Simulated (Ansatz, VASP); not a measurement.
**One calculation of Al, two programs**

```
Al
1.0
     0.00000    2.02481    2.02481
     2.02481    0.00000    2.02481
     2.02481    2.02481    0.00000
Al
1
Cartesian
  0.0000 0.0000 0.0000
```

Alike in both runs: task single point; functional PBE; k mesh 7 × 7 × 7; occupations fermi-dirac, width 0.03 eV; no spin polarisation.

|  | VASP | Ansatz |
| --- | --- | --- |
| version | VASP 6.6.1 | Ansatz 0.2.0 |
| potentials or method | VASP PAW PBE potentials, release 64 (Al), cutoff 520 eV | all-electron LAPW, scalar-relativistic |

|  | VASP | Ansatz | Ansatz less VASP |
| --- | --- | --- | --- |
| gap on the k mesh at the Fermi level (eV) | none | none | - |
| pressure (GPa) | -1.1 | -1.1 | +0.05 |

A gap of «none» marks a metal or a gap that the smearing closes. Ansatz ran all-electron here, and VASP with PAW potentials.

The k mesh is coarse, so the values compare programs but aren't converged.
